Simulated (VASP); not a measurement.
# Re (Pm-3n) in VASP: single point with LDA

Aim: the single point of Re with LDA.

All numbers are computed with VASP 6.6.1; they aren't measurements. Logs are shortened: lines on timing, memory, paths and dates and some standing lists are left out, and cuts for length are marked.

### 1 The cell of the first run

It takes space group Pm-3n (No. 223, cubic). Conventional cell: a = 4.883 Å, b = 4.883 Å, c = 4.883 Å, α = 90.00°, β = 90.00°, γ = 90.00°. Re (site symmetry m-3) has 12 Re at 2.73 Å within 3.6 Å. Re (site symmetry -4m2) has 14 Re at 2.44 to 2.99 Å within 3.2 Å.

### 2 Single point, LDA

INCAR

```
SYSTEM = Re
ALGO = Normal
EDIFF = 1E-6
ENCUT = 520
GGA = CA
ISIF = 2
ISMEAR = -1
LASPH = .True.
LCHARG = .False.
LREAL = .False.
LWAVE = .False.
NBANDS = 38
NELM = 60
PREC = Accurate
SIGMA = 0.1
```

KPOINTS

```
k-points
0
Gamma
  7 7 7
  0 0 0
```

POSCAR

```
Re
1.0
    4.8833331542      0.0000000000      0.0000000000
    0.0000000000      4.8833331542      0.0000000000
    0.0000000000      0.0000000000      4.8833331542
Re
8
Direct
    1.0000000000      1.0000000000      0.0000000000
    0.5000000000      0.5000000000      0.5000000000
    0.2500000000      1.0000000000      0.5000000000
    0.7500000000      0.0000000000      0.5000000000
    0.5000000000      0.2500000000      0.0000000000
    0.5000000000      0.7500000000      0.0000000000
    1.0000000000      0.5000000000      0.2500000000
    1.0000000000      0.5000000000      0.7500000000
```

Potentials or basis: VASP PAW LDA potentials, release 64 (Re).

Run with:

```
$ cat potpaw_LDA.64/Re/POTCAR > POTCAR
$ mpirun -np 1 vasp_std > vasp.out
```

OUTCAR:

```text
SYSTEM = Re
   EDIFF = 1E-6
   ENCUT = 520
   GGA = CA
   ISIF = 2
   ISMEAR = -1
   LASPH = .True.
   LREAL = .False.
   NELM = 60
   PREC = Accurate

 ion  position               nearest neighbor table
   1  0.000  0.000  0.000-   3 2.73   4 2.73   5 2.73   6 2.73   7 2.73   8 2.73   3 2.73   4 2.73
                             7 2.73   8 2.73   5 2.73   6 2.73
   2  0.500  0.500  0.500-   3 2.73   4 2.73   5 2.73   6 2.73   7 2.73   8 2.73   5 2.73   6 2.73
                             3 2.73   4 2.73   7 2.73   8 2.73
   3  0.250  0.000  0.500-   4 2.44   4 2.44   1 2.73   1 2.73   2 2.73   2 2.73   8 2.99   5 2.99
                             5 2.99   6 2.99   6 2.99   7 2.99   8 2.99   7 2.99
   4  0.750  0.000  0.500-   3 2.44   3 2.44   1 2.73   1 2.73   2 2.73   2 2.73   8 2.99   5 2.99
                             5 2.99   6 2.99   6 2.99   7 2.99   8 2.99   7 2.99
   5  0.500  0.250  0.000-   6 2.44   6 2.44   1 2.73   2 2.73   2 2.73   1 2.73   8 2.99   4 2.99
                             3 2.99   4 2.99   3 2.99   7 2.99   7 2.99   8 2.99
   6  0.500  0.750  0.000-   5 2.44   5 2.44   1 2.73   2 2.73   2 2.73   1 2.73   8 2.99   4 2.99
                             3 2.99   4 2.99   3 2.99   7 2.99   7 2.99   8 2.99
   7  0.000  0.500  0.250-   8 2.44   8 2.44   1 2.73   2 2.73   1 2.73   2 2.73   3 2.99   4 2.99
                             5 2.99   3 2.99   4 2.99   6 2.99   5 2.99   6 2.99
   8  0.000  0.500  0.750-   7 2.44   7 2.44   1 2.73   2 2.73   1 2.73   2 2.73   3 2.99   4 2.99
                             5 2.99   3 2.99   4 2.99   6 2.99   5 2.99   6 2.99

  LATTYP: Found a simple cubic cell.
 ALAT       =     4.8833331542

  Lattice vectors:

 A1 = (   4.8833331542,   0.0000000000,   0.0000000000)
 A2 = (   0.0000000000,   4.8833331542,   0.0000000000)
 A3 = (   0.0000000000,   0.0000000000,   4.8833331542)

Analysis of symmetry for initial positions (statically):
=====================================================================
 Subroutine PRICEL returns:
 Original cell was already a primitive cell.

 Routine SETGRP: Setting up the symmetry group for a
 simple cubic supercell.

 Subroutine GETGRP returns: Found 48 space group operations
 (whereof 24 operations were pure point group operations)
 out of a pool of 48 trial point group operations.

The static configuration has the point symmetry T_h .
 The point group associated with its full space group is O_h .

Analysis of symmetry for dynamics (positions and initial velocities):
=====================================================================
 Subroutine PRICEL returns:
 Original cell was already a primitive cell.

 Routine SETGRP: Setting up the symmetry group for a
 simple cubic supercell.

 Subroutine GETGRP returns: Found 48 space group operations
 (whereof 24 operations were pure point group operations)
 out of a pool of 48 trial point group operations.

The dynamic configuration has the point symmetry T_h .
 The point group associated with its full space group is O_h .

 Subroutine INISYM returns: Found 48 space group operations
 (whereof 24 operations are pure point group operations),
 and found     1 'primitive' translations

----------------------------------------------------------------------------------------

                                     Primitive cell

  volume of cell :     116.4526

  direct lattice vectors                    reciprocal lattice vectors
     4.883333154  0.000000000  0.000000000     0.204778165  0.000000000  0.000000000
     0.000000000  4.883333154  0.000000000     0.000000000  0.204778165  0.000000000
     0.000000000  0.000000000  4.883333154     0.000000000  0.000000000  0.204778165

  length of vectors
     4.883333154  4.883333154  4.883333154     0.204778165  0.204778165  0.204778165

  position of ions in fractional coordinates (direct lattice)
     0.000000000  0.000000000  0.000000000
     0.500000000  0.500000000  0.500000000
     0.250000000  0.000000000  0.500000000
     0.750000000  0.000000000  0.500000000
     0.500000000  0.250000000  0.000000000
     0.500000000  0.750000000  0.000000000
     0.000000000  0.500000000  0.250000000
     0.000000000  0.500000000  0.750000000

  ion indices of the primitive-cell ions
   primitive index   ion index
                 1           1
                 2           2
                 3           3
                 4           4
                 5           5
                 6           6
                 7           7
                 8           8

----------------------------------------------------------------------------------------

 KPOINTS: k-points

Automatic generation of k-mesh.
 Grid dimensions read from file:
 generate k-points for:    7    7    7

 Generating k-lattice:

  Cartesian coordinates                     Fractional coordinates (reciprocal lattice)
     0.029254024  0.000000000  0.000000000     0.142857143  0.000000000  0.000000000
     0.000000000  0.029254024  0.000000000     0.000000000  0.142857143  0.000000000
     0.000000000  0.000000000  0.029254024     0.000000000  0.000000000  0.142857143

  Length of vectors
     0.029254024  0.029254024  0.029254024

  Shift w.r.t. Gamma in fractional coordinates (k-lattice)
     0.000000000  0.000000000  0.000000000

 Subroutine IBZKPT returns following result:
 ===========================================

 Found     20 irreducible k-points:

 Following reciprocal coordinates:
            Coordinates               Weight
  0.000000  0.000000  0.000000      1.000000
  0.142857  0.000000  0.000000      6.000000
  0.285714  0.000000  0.000000      6.000000
  0.428571  0.000000  0.000000      6.000000
  0.142857  0.142857  0.000000     12.000000
  0.285714  0.142857  0.000000     24.000000
[... 12 lines left out ...]
  0.428571  0.428571  0.285714     24.000000
  0.428571  0.428571  0.428571      8.000000
   k-points           NKPTS =     20   k-points in BZ     NKDIM =     20   number of bands    NBANDS=     38
   number of dos      NEDOS =    301   number of ions     NIONS =      8
   total plane-waves  NPLWV =  46656
   dimension x,y,z NGX =    36 NGY =   36 NGZ =   36
   dimension x,y,z NGXF=    72 NGYF=   72 NGZF=   72
   ions per type =               8
   NGX,Y,Z   is equivalent  to a cutoff of  12.26, 12.26, 12.26 a.u.
   NGXF,Y,Z  is equivalent  to a cutoff of  24.51, 24.51, 24.51 a.u.
 SYSTEM =  Re
   PREC   = accura    normal or accurate (medium, high low for compatibility)
   ISTART =      0    job   : 0-new  1-cont  2-samecut
   ICHARG =      2    charge: 1-file 2-atom 10-const
   ISPIN  =      1    spin polarized calculation?
   LNONCOLLINEAR =      F non collinear calculations
   LSORBIT =      F    spin-orbit coupling
   LASPH  =      T    aspherical Exc in radial PAW
   ENCUT  =  520.0 eV  38.22 Ry    6.18 a.u.   9.08  9.08  9.08*2*pi/ulx,y,z
   NELM   =     60;   NELMIN=  2; NELMDL= -5     # of ELM steps
   EDIFF  = 0.1E-05   stopping-criterion for ELM
   LREAL  =      F    real-space projection
   EDIFFG = 0.1E-04   stopping-criterion for IOM
   NSW    =      0    number of steps for IOM
   IBRION =     -1    ionic relax: 0-MD 1-quasi-New 2-CG
   NFREE  =      0    steps in history (QN), initial steepest desc. (CG)
   ISIF   =      2    stress and relaxation
   ISYM   =      2    0-nonsym 1-usesym 2-fastsym
   POTIM  = 0.5000    time-step for ionic-motion
   TEBEG  =    0.0;   TEEND  =   0.0 temperature during run
   PSTRESS=    0.0 pullay stress
   NELECT =      56.0000    total number of electrons
   NUPDOWN=      -1.0000    fix difference up-down
   EMIN   =  10.00;   EMAX   =-10.00  energy-range for DOS
   EFERMI =   0.00;   METHOD = LEGACY
   ISMEAR =    -1;   SIGMA  =   0.10  broadening in eV -4-tet -1-fermi 0-gaus
   EFERMI_NEDOS =   21; number of points for ismear=-14 and -15
   IALGO  =     38    algorithm
   IMIX   =      4    mixing-type and parameters
     AMIX     =   0.40;   BMIX     =  1.00
     AMIX_MAG =   1.60;   BMIX_MAG =  1.00
  volume/ion in A,a.u.               =      14.56        98.23
  Fermi-wavevector in a.u.,A,eV,Ry     =   1.282590  2.423743 22.382086  1.645037
  Thomas-Fermi vector in A             =   2.414893
   LORBIT       =      0    0 simple, 1 ext, 2 COOP (PROOUT), +10 PAW based schemes
   GGA     = CA    functional components
   LHFCALC =     F    Hartree Fock is set to
   AEXX    =    0.0000 exact exchange contribution
   IVDW    =     0    specifies the selected vdW correction
   LEPSILON=     F    determine dielectric tensor
   LRPA    =     F    only Hartree local field effects (RPA)
 non-spin polarized calculation
  energy-cutoff  :      520.00
  volume of cell :      116.45
 maximum number of plane-waves:      3144
   NGX = 19   NGY = 19   NGZ = 19

 number of electron      55.9999997 magnetization

 Free energy of the ion-electron system (eV)
  ---------------------------------------------------
  ext. energy  EPLUGINS =         0.00000000
  ---------------------------------------------------
  free energy    TOTEN  =      -108.72657634 eV

  energy without entropy =     -108.46606485  energy(sigma->0) =     -108.59632060

 E-fermi :   8.6837     XC(G=0): -13.8888

 val. band max:        8.6831426979   @ k =   0.1429   0.1429   0.1429
 cond. band min:       8.6960671532   @ k =   0.1429   0.1429   0.0000
 fundamental gap:      0.0129244553
 Fermi energy:         8.6836543574

 k-point     1 :       0.0000    0.0000    0.0000
  band No.  band energies     occupation
      1      -1.8614      2.00000
      2       1.3939      2.00000
      3       1.3939      2.00000
      4       2.5716      2.00000
      5       2.7838      2.00000
      6       2.7838      2.00000
[... 30 lines left out ...]
     37      11.2913      0.00000
     38      11.3035      0.00000

 k-point     2 :       0.1429    0.0000    0.0000
  band No.  band energies     occupation
      1      -1.6590      2.00000
      2       1.3105      2.00000
      3       1.6082      2.00000
      4       2.0921      2.00000
      5       2.8099      2.00000
      6       2.8099      2.00000
[... 30 lines left out ...]
     37      11.3666      0.00000
     38      11.5404      0.00000

 k-point     3 :       0.2857    0.0000    0.0000
  band No.  band energies     occupation
      1      -1.0868      2.00000
      2       1.1316      2.00000
      3       1.6507      2.00000
      4       1.9514      2.00000
      5       2.8308      2.00000
      6       2.8308      2.00000
[... 30 lines left out ...]
     37      11.1823      0.00000
     38      11.2801      0.00000

 k-point     4 :       0.4286    0.0000    0.0000
  band No.  band energies     occupation
      1      -0.2518      2.00000
      2       0.6385      2.00000
      3       1.4577      2.00000
      4       1.7369      2.00000
      5       2.8152      2.00000
      6       2.8152      2.00000
[... 30 lines left out ...]
     37      10.7178      0.00000
     38      11.2401      0.00000
[... 539 lines left out ...]
      4       2.1007      2.00000
      5       2.3562      2.00000
      6       2.5790      2.00000
[... 30 lines left out ...]
     37      10.9733      0.00000
     38      11.0171      0.00000

 k-point    19 :       0.4286    0.4286    0.2857
  band No.  band energies     occupation
      1       1.5635      2.00000
      2       1.9463      2.00000
      3       1.9573      2.00000
      4       2.2307      2.00000
      5       2.2311      2.00000
      6       2.5243      2.00000
[... 30 lines left out ...]
     37      10.5745      0.00000
     38      11.2883      0.00000

 k-point    20 :       0.4286    0.4286    0.4286
  band No.  band energies     occupation
      1       1.9731      2.00000
      2       2.0830      2.00000
      3       2.0830      2.00000
      4       2.4415      2.00000
      5       2.4820      2.00000
      6       2.4820      2.00000
[... 30 lines left out ...]
     37      11.1262      0.00000
     38      11.1490      0.00000

------------------------ aborting loop because EDIFF is reached ----------------------------------------

  FORCE on cell =-STRESS in cart. coord.  units (eV):
  Direction    XX          YY          ZZ          XY          YZ          ZX
  --------------------------------------------------------------------------------------
  -------------------------------------------------------------------------------------
  Total        0.9672225      0.9672225      0.9672225      0.0000000      0.0000000      0.0000000
  in kB       13.3072377     13.3072377     13.3072377      0.0000000      0.0000000      0.0000000
  external PRESSURE =      13.3072377 kB  Pullay stress =       0.0000000 kB

 VOLUME and BASIS-vectors are now :
 -----------------------------------------------------------------------------
  energy-cutoff  :      520.00
  volume of cell :      116.45
      direct lattice vectors                 reciprocal lattice vectors
     4.883333154  0.000000000  0.000000000     0.204778165  0.000000000  0.000000000
     0.000000000  4.883333154  0.000000000     0.000000000  0.204778165  0.000000000
     0.000000000  0.000000000  4.883333154     0.000000000  0.000000000  0.204778165

 POSITION                                       TOTAL-FORCE (eV/Angst)
 -----------------------------------------------------------------------------------
      0.00000      0.00000      0.00000        -0.000000      0.000000      0.000000
      2.44167      2.44167      2.44167        -0.000000      0.000000      0.000000
      1.22083      0.00000      2.44167        -0.000000     -0.000000     -0.000000
      3.66250      0.00000      2.44167         0.000000     -0.000000      0.000000
      2.44167      1.22083      0.00000         0.000000     -0.000000      0.000000
      2.44167      3.66250      0.00000        -0.000000      0.000000      0.000000
      0.00000      2.44167      1.22083         0.000000     -0.000000     -0.000000
      0.00000      2.44167      3.66250        -0.000000      0.000000      0.000000
 -----------------------------------------------------------------------------------
    total drift:                                0.000000      0.000000     -0.000000

  FREE ENERGIE OF THE ION-ELECTRON SYSTEM (eV)
  ---------------------------------------------------
  free  energy   TOTEN  =      -108.7265763429 eV

  energy  without entropy=     -108.4660648513  energy(sigma->0) =     -108.59632060
```

It used 150 s of CPU time on 1 thread of AMD EPYC 7R13 Processor (Zen 3), with other jobs on the host.

What came out:

```
Free energy            : -108.7266 eV
Pressure               : 1.3 GPa
Band gap on the k mesh : zero (band 28 reaches 8.96 eV, above the bottom of band 29 at 8.57 eV)
```

Levels at points of the mesh, in eV from the Fermi level:
| k point | band 24 | band 25 | band 26 | band 27 | band 28 | band 29 | band 30 | band 31 | band 32 | band 33 |
| --- | --- | --- | --- | --- | --- | --- | --- | --- | --- | --- |
| (0.00, 0.00, 0.00) | -1.87 | -1.87 | 0.15 | 0.15 | 0.15 | 0.23 | 0.23 | 0.23 | 0.56 | 0.56 |

Caveat: spin-orbit coupling is left out, which moves the levels of the heavy elements.
